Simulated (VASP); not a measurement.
# MnS (P6_3mc) in VASP: a series of runs

Aim: see how the results for MnS move with the level of theory and the settings. Levels: BLYP, PBEsol, LDA. Tasks: single point.

Program: VASP 6.6.1. These are calculated values, not measurements. Logs are shortened: lines on timing, memory, paths and dates and some standing lists are left out, and cuts for length are marked.

### 1 The cell of the first run

Symmetry: P6_3mc, No. 186, hexagonal system. Conventional cell: a = 4.031 Å, b = 4.031 Å, c = 6.467 Å, α = 90.00°, β = 90.00°, γ = 120.00°. Within 3.2 Å of Mn (site symmetry 3m) lie 4 S at 2.41 to 2.47 Å. S (site symmetry 3m) has 4 Mn at 2.41 to 2.47 Å within 3.2 Å.

### 2 Single point, BLYP, collinear spin, ferromagnetic start

INCAR

```
AGGAC = 1.0
AGGAX = 1.0
ALDAC = 0.0
ALDAX = 1.0
ALGO = Normal
EDIFF = 1E-7
ENCUT = 520
GGA = B5
ISIF = 2
ISMEAR = -1
ISPIN = 2
LASPH = T
LCHARG = T
LELF = T
LMAXMIX = 4
LORBIT = 11
LREAL = F
LVHAR = T
LWAVE = F
MAGMOM = 4 4 0 0
NBANDS = 31
NELM = 150
PREC = Accurate
SIGMA = 0.05
```

KPOINTS

```
k-points
0
Gamma
  8 8 4
```

POSCAR

```
MnS
1.0
    4.0311177254      0.0000000000      0.0000000000
   -2.0155588628      3.4910503559      0.0000000000
    0.0000000000      0.0000000000      6.4669237522
Mn S
2 2
Direct
    0.6666666667      0.3333333333      0.4988446700
    0.3333333333      0.6666666667      0.9988446700
    0.3333333333      0.6666666667      0.6261543000
    0.6666666667      0.3333333333      0.1261543000
```

Potentials or basis: VASP PAW PBE potentials, release 64 (Mn_pv, S).

Launch:

```sh
$ cat potpaw_PBE.64/Mn_pv/POTCAR potpaw_PBE.64/S/POTCAR > POTCAR
$ mpirun -np 1 vasp_std > vasp.out
```

OUTCAR:

```text
EDIFF = 1E-7
   ENCUT = 520
   GGA = B5
   ISIF = 2
   ISMEAR = -1
   ISPIN = 2
   LASPH = T
   LORBIT = 11
   LREAL = F
   NELM = 150
   PREC = Accurate

 ion  position               nearest neighbor table
   1  0.667  0.333  0.499-   4 2.41   3 2.47   3 2.47   3 2.47
   2  0.333  0.667  0.999-   3 2.41   4 2.47   4 2.47   4 2.47
   3  0.333  0.667  0.626-   2 2.41   1 2.47   1 2.47   1 2.47
   4  0.667  0.333  0.126-   1 2.41   2 2.47   2 2.47   2 2.47

  LATTYP: Found a hexagonal cell.
 ALAT       =     4.0311177254
 C/A-ratio  =     1.6042507792

  Lattice vectors:

 A1 = (   4.0311177254,   0.0000000000,   0.0000000000)
 A2 = (  -2.0155588628,   3.4910503559,   0.0000000000)
 A3 = (   0.0000000000,   0.0000000000,   6.4669237522)

Analysis of symmetry for initial positions (statically):
=====================================================================
 Subroutine PRICEL returns:
 Original cell was already a primitive cell.

 Routine SETGRP: Setting up the symmetry group for a
 hexagonal supercell.

 Subroutine GETGRP returns: Found 12 space group operations
 (whereof  6 operations were pure point group operations)
 out of a pool of 24 trial point group operations.

The static configuration has the point symmetry C_3v.
 The point group associated with its full space group is C_6v.

Analysis of symmetry for dynamics (positions and initial velocities):
=====================================================================
 Subroutine PRICEL returns:
 Original cell was already a primitive cell.

 Routine SETGRP: Setting up the symmetry group for a
 hexagonal supercell.

 Subroutine GETGRP returns: Found 12 space group operations
 (whereof  6 operations were pure point group operations)
 out of a pool of 24 trial point group operations.

The dynamic configuration has the point symmetry C_3v.
 The point group associated with its full space group is C_6v.

Analysis of structural, dynamic, and magnetic symmetry:
=====================================================================
 Subroutine PRICEL returns:
 Original cell was already a primitive cell.

 Routine SETGRP: Setting up the symmetry group for a
 hexagonal supercell.

 Subroutine GETGRP returns: Found 12 space group operations
 (whereof  6 operations were pure point group operations)
 out of a pool of 24 trial point group operations.

The overall configuration has the point symmetry C_3v.
[... 124 lines left out ...]
     AMIX_MAG =   1.60;   BMIX_MAG =  1.00
  volume/ion in A,a.u.               =      22.75       153.54
  Fermi-wavevector in a.u.,A,eV,Ry     =   1.223610  2.312287 20.370925  1.497221
  Thomas-Fermi vector in A             =   2.358714
   LORBIT       =     11    0 simple, 1 ext, 2 COOP (PROOUT), +10 PAW based schemes
   GGA     = B5    functional components
   LHFCALC =     F    Hartree Fock is set to
   AEXX    =    0.0000 exact exchange contribution
   IVDW    =     0    specifies the selected vdW correction
   LEPSILON=     F    determine dielectric tensor
   LRPA    =     F    only Hartree local field effects (RPA)
 spin polarized calculation
  energy-cutoff  :      520.00
  volume of cell :       91.01
 maximum number of plane-waves:      2476
 NGX is ok and might be reduce to    30
   NGX = 15   NGY = 15   NGZ = 25

 number of electron      38.0000011 magnetization      10.0488537

 number of electron      38.0000011 magnetization       9.9086753

 Free energy of the ion-electron system (eV)
  ---------------------------------------------------
  ext. energy  EPLUGINS =         0.00000000
  ---------------------------------------------------
  free energy    TOTEN  =       -25.54638637 eV

  energy without entropy =      -25.53668401  energy(sigma->0) =      -25.54153519

 E-fermi :   4.5508     XC(G=0):  -8.6379

 val. band max:        4.5427849228   @ k =   0.0000   0.0000   0.2500
 cond. band min:       4.5595202911   @ k =   0.3750   0.0000   0.0000
 fundamental gap:      0.0167353683
 Fermi energy:         4.5508337105

 spin component 1

 k-point     1 :       0.0000    0.0000    0.0000
  band No.  band energies     occupation
      1     -45.9696      1.00000
      2     -45.9696      1.00000
      3     -45.9691      1.00000
      4     -45.9691      1.00000
      5     -45.9563      1.00000
      6     -45.9534      1.00000
[... 805 lines left out ...]
     30      11.7814      0.00000
     31      12.2510      0.00000

 [... further k-points ...]

 spin component 2

 k-point     1 :       0.0000    0.0000    0.0000
  band No.  band energies     occupation
      1     -41.5133      1.00000
      2     -41.5133      1.00000
      3     -41.5125      1.00000
      4     -41.5125      1.00000
      5     -41.5096      1.00000
      6     -41.5053      1.00000
[... 805 lines left out ...]
     30      12.4563      0.00000
     31      13.0053      0.00000

 [... further k-points ...]
[... 5 lines left out ...]
  --------------------------------------------------------------------------------------
  -------------------------------------------------------------------------------------
  Total        0.8099823      0.8099823      2.0448772     -0.0000000      0.0000000      0.0000000
  in kB       14.2595812     14.2595812     35.9996659     -0.0000000      0.0000000      0.0000000
  external PRESSURE =      21.5062761 kB  Pullay stress =       0.0000000 kB

 VOLUME and BASIS-vectors are now :
 -----------------------------------------------------------------------------
  energy-cutoff  :      520.00
  volume of cell :       91.01
      direct lattice vectors                 reciprocal lattice vectors
     4.031117725  0.000000000  0.000000000     0.248070155  0.143223371  0.000000000
    -2.015558863  3.491050356  0.000000000     0.000000000  0.286446742  0.000000000
     0.000000000  0.000000000  6.466923752     0.000000000  0.000000000  0.154633028

 POSITION                                       TOTAL-FORCE (eV/Angst)
 -----------------------------------------------------------------------------------
      2.01556      1.16368      3.22599        -0.000000      0.000000      0.238427
     -0.00000      2.32737      6.45945         0.000000     -0.000000      0.238427
     -0.00000      2.32737      4.04929         0.000000     -0.000000     -0.238427
      2.01556      1.16368      0.81583        -0.000000      0.000000     -0.238427
 -----------------------------------------------------------------------------------
    total drift:                                0.000000      0.000001      0.000715

  FREE ENERGIE OF THE ION-ELECTRON SYSTEM (eV)
  ---------------------------------------------------
  free  energy   TOTEN  =       -25.5463863660 eV

  energy  without entropy=      -25.5366840112  energy(sigma->0) =      -25.54153519

 total charge

# of ion       s       p       d       tot
------------------------------------------
    1        0.255   6.197   4.925  11.377
    2        0.255   6.197   4.925  11.377
    3        1.326   2.457   0.000   3.783
    4        1.326   2.457   0.000   3.783
--------------------------------------------------
tot          3.163  17.307   9.850  30.320

 magnetization (x)

# of ion       s       p       d       tot
------------------------------------------
    1        0.039   0.056   4.239   4.335
    2        0.039   0.056   4.239   4.335
    3        0.016   0.116   0.000   0.132
    4        0.016   0.116   0.000   0.132
--------------------------------------------------
tot          0.110   0.344   8.479   8.933
```

stdout:

```text
POSCAR found type information on POSCAR MnS
 POSCAR found :  2 types and       4 ions
 scaLAPACK will be used
 -----------------------------------------------------------------------------
|                                                                             |
|                                                                             |
|     You enforced a specific xc type in the INCAR file but a different       |
|     I HOPE YOU KNOW WHAT YOU ARE DOING!                                     |
|                                                                             |
 -----------------------------------------------------------------------------

 LDA part: xc-table for (Slater(with rela. corr.)+VWN5), standard interpolation
 POSCAR, INCAR and KPOINTS ok, starting setup
 FFT: planning ... GRIDC
 FFT: planning ... GRID_SOFT
 FFT: planning ... GRID
 WAVECAR not read
 entering main loop
```

It took 92 s on 1 thread of Intel Xeon 6975P-C (Granite Rapids), shared host; peak memory 0.29 GiB.

What came out:

| Item | Value |
| --- | --- |
| Free energy | -25.5464 eV |
| Pressure | 2.2 GPa |
| Largest force | 0.238 eV/Å |
| Net moment | 9.91 μB per cell |
| Site moments | Mn +4.33; S +0.13 μB |
| Valence electrons inside the program's atomic spheres | Mn 11.38; S 3.78 |

Forces in eV/Å, atoms in the order of the input:
```
Mn   0.000  0.000  0.238
Mn   0.000  0.000  0.238
S    0.000  0.000 -0.238
S    0.000  0.000 -0.238
```

Caveat: the PAW data sets were made with another functional, which shifts forces and pressure a little; semilocal functionals often make such compounds metallic where correlation or magnetic order opens a gap, which also shifts bond lengths; the run started ferromagnetic, and an antiferromagnetic order may lie lower in energy.

### 3 Single point, PBEsol, collinear spin, ferrimagnetic start

This run uses another cell than the first one, of 21.46 Å³/atom.

INCAR

```
SYSTEM = MnS
ALGO = Normal
EDIFF = 1E-7
ENCUT = 520
GGA = PS
ISIF = 2
ISMEAR = -1
ISPIN = 2
LASPH = .True.
LCHARG = .False.
LMAXMIX = 4
LORBIT = 11
LREAL = .False.
LWAVE = .False.
MAGMOM = 0.92 -2.76 0 0
NBANDS = 31
NELM = 150
PREC = Accurate
SIGMA = 0.05
```

KPOINTS

```
k-points
0
Gamma
  8 8 4
  0 0 0
```

POSCAR

```
MnS
1.0
    3.9535769233      0.0000000000      0.0000000000
   -1.9767884617      3.4238980514      0.0000000000
    0.0000000000      0.0000000000      6.3425288600
Mn S
2 2
Direct
    0.6666666667      0.3333333333      0.4988446700
    0.3333333333      0.6666666667      0.9988446700
    0.3333333333      0.6666666667      0.6261543000
    0.6666666667      0.3333333333      0.1261543000
```

Potentials or basis: VASP PAW PBE potentials, release 64 (Mn_pv, S).

Launch:

```sh
$ cat potpaw_PBE.64/Mn_pv/POTCAR potpaw_PBE.64/S/POTCAR > POTCAR
$ mpirun -np 1 vasp_std > vasp.out
```

Run time: 7.7 min. Hardware: 1 thread of Intel Xeon 8259CL, shared host; peak memory 0.32 GiB.

It converged, with:

- Free energy: -29.9956 eV
- Pressure: -3.6 GPa
- Largest force: 0.183 eV/Å
- Band gap on the k mesh: 0.77 eV (least direct gap 1.44 eV)
- Net moment: 0.00 μB per cell
- Site moments: Mn +4.13, -4.13; S +0.03, -0.03 μB
- Valence electrons inside the program's atomic spheres: Mn 11.42; S 3.73

Forces in eV/Å, atoms in the order of the input:
```
Mn   0.000  0.000 -0.183
Mn   0.000  0.000 -0.183
S    0.000  0.000  0.183
S    0.000  0.000  0.183
```

Stress tensor (GPa, compression positive):
```
-2.96  0.00  0.00
 0.00 -2.96  0.00
 0.00  0.00 -4.83
```

Levels at points of the mesh, in eV from the valence-band top:
Spin up:
| k point | band 15 | band 16 | band 17 | band 18 | band 19 | band 20 | band 21 | band 22 | band 23 | band 24 |
| --- | --- | --- | --- | --- | --- | --- | --- | --- | --- | --- |
| (0.00, 0.00, 0.00) | -2.32 | -2.32 | -0.85 | -0.02 | -0.02 | 1.43 | 1.43 | 1.83 | 2.63 | 3.08 |
| (0.50, 0.00, 0.00) | -2.29 | -2.21 | -2.16 | -1.67 | -0.95 | 1.05 | 1.39 | 1.50 | 1.88 | 2.19 |
| (0.00, 0.00, 0.50) | -2.22 | -2.22 | -0.83 | 0.00 | 0.00 | 1.52 | 1.52 | 2.12 | 2.85 | 2.85 |
| (0.50, 0.00, 0.50) | -2.26 | -2.23 | -2.08 | -0.96 | -0.89 | 1.06 | 1.33 | 1.59 | 1.90 | 2.03 |
Spin down:
```tsv
k point	band 16	band 17	band 18	band 19	band 20	band 21	band 22	band 23
(0.00, 0.00, 0.00)	-2.32	-0.85	-0.02	-0.02	1.43	1.43	1.83	2.63
(0.50, 0.00, 0.00)	-2.21	-2.16	-1.67	-0.95	1.05	1.39	1.50	1.88
(0.00, 0.00, 0.50)	-2.22	-0.83	0.00	0.00	1.52	1.52	2.12	2.85
(0.50, 0.00, 0.50)	-2.23	-2.08	-0.96	-0.89	1.06	1.33	1.59	1.90
```

Caveat: the cell stands under tension; semilocal functionals underestimate gaps, and a narrow one can read as zero; the PAW data sets were made with another functional, which shifts forces and pressure a little. A k mesh can miss the band edges.

### 4 Single point, LDA, collinear spin, ferromagnetic start

INCAR

```
  ALGO = Normal
  EDIFF = 1E-6
  ENCUT = 680
  GGA = CA
  GGA_COMPAT = False
  ISIF = 2
  ISMEAR = -1
  ISPIN = 2
  LASPH = True
  LCHARG = False
  LMAXMIX = 4
  LORBIT = 11
  LREAL = False
  LWAVE = False
  MAGMOM = 4 4 0 0
  NBANDS = 33
  NELM = 200
  PREC = Accurate
  SIGMA = 0.05
```

KPOINTS

```
k-points
0
Gamma
  8 8 4
```

POSCAR

```
MnS
1.0
    4.0311177254      0.0000000000      0.0000000000
   -2.0155588628      3.4910503559      0.0000000000
    0.0000000000      0.0000000000      6.4669237522
Mn S
2 2
Direct
    0.6666666667      0.3333333333      0.4988446700
    0.3333333333      0.6666666667      0.9988446700
    0.3333333333      0.6666666667      0.6261543000
    0.6666666667      0.3333333333      0.1261543000
```

Potentials or basis: VASP PAW LDA potentials, release 64 (Mn_sv, S).

Launch:

```sh
$ cat potpaw_LDA.64/Mn_sv/POTCAR potpaw_LDA.64/S/POTCAR > POTCAR
$ mpirun -np 1 vasp_std > vasp.out
```

Wall time 3.7 min (1 thread of AMD EPYC 7R13 (Zen 3), shared host); peak memory 0.3 GiB.

The run converged. Its results:

* Free energy: -29.6139 eV
* Pressure: -6.7 GPa
* Largest force: 0.196 eV/Å
* Net moment: 9.79 μB per cell
* Site moments: Mn +4.05; S +0.10 μB
* Valence electrons inside the program's atomic spheres: Mn 12.80; S 3.72

Forces on the atoms (eV/Å):
```
Mn   0.000  0.000  0.196
Mn   0.000  0.000  0.196
S    0.000  0.000 -0.196
S    0.000  0.000 -0.196
```

Stress tensor (GPa, compression positive):
```
-7.28  0.00  0.00
 0.00 -7.28  0.00
 0.00  0.00 -5.60
```

Levels at points of the mesh, in eV from the Fermi level:
Spin up:
```
           k point  band 23  band 24  band 25  band 26  band 27  band 28  band 29  band 30
(0.00, 0.00, 0.00)    -0.71     0.25     0.31     0.31     0.92     2.61     5.70     5.70
(0.50, 0.00, 0.00)    -2.15    -2.03    -1.02    -0.61     3.45     3.52     4.35     6.19
(0.00, 0.00, 0.50)    -0.23    -0.23    -0.23    -0.23     2.51     2.51     5.64     5.64
(0.50, 0.00, 0.50)    -1.30    -1.30    -1.18    -1.18     3.01     3.01     5.06     5.06
```
Spin down:
```tsv
k point	band 14	band 15	band 16	band 17	band 18	band 19
(0.00, 0.00, 0.00)	-3.07	-3.05	-3.05	0.40	0.40	0.70
(0.50, 0.00, 0.00)	-3.25	-3.15	-3.02	0.03	0.19	0.62
(0.00, 0.00, 0.50)	-3.07	-3.07	-3.07	0.68	0.68	0.68
(0.50, 0.00, 0.50)	-3.18	-3.09	-3.09	0.47	0.47	0.75
```

Caveat: the cell stands under tension; semilocal functionals often make such compounds metallic where correlation or magnetic order opens a gap, which also shifts bond lengths; the run started ferromagnetic, and an antiferromagnetic order may lie lower in energy. With open d or f shells a metallic result of LDA can be an artefact of self-interaction; +U or a hybrid may open a gap.

### 5 Overview

```tsv
level	potentials or basis	spin	cell	cutoff (eV)	gap on the mesh (eV)	pressure (GPa)	moment (μB)	largest force (eV/Å)
BLYP	VASP PAW PBE potentials, release 64 (Mn_pv, S)	collinear, ferromagnetic start	a = 4.031, b = 4.031, c = 6.467 Å, angles 90.0, 90.0, 120.0°, 4 atoms	520	none	2.2	9.91	0.24
PBEsol	VASP PAW PBE potentials, release 64 (Mn_pv, S)	collinear, ferrimagnetic start	a = 3.954, b = 3.954, c = 6.343 Å, angles 90.0, 90.0, 120.0°, 4 atoms	520	0.77	-3.6	0.00	0.18
LDA	VASP PAW LDA potentials, release 64 (Mn_sv, S)	collinear, ferromagnetic start	a = 4.031, b = 4.031, c = 6.467 Å, angles 90.0, 90.0, 120.0°, 4 atoms	680	none	-6.7	9.79	0.20
```

Alike in all rows: task single point; k mesh 8 × 8 × 4; smearing fermi-dirac 0.05 eV.

Caveats: the PAW data sets were made with another functional, which shifts forces and pressure a little (at least some runs); semilocal functionals often make such compounds metallic where correlation or magnetic order opens a gap, which also shifts bond lengths (at least some runs); the run started ferromagnetic, and an antiferromagnetic order may lie lower in energy (at least some runs); the cell stands under tension (at least some runs); semilocal functionals underestimate gaps, and a narrow one can read as zero (at least some runs).

Absolute energies hang on the potentials; compare differences alone.

The gap in the log of VASP goes by the Fermi energy; the results here count the filled bands.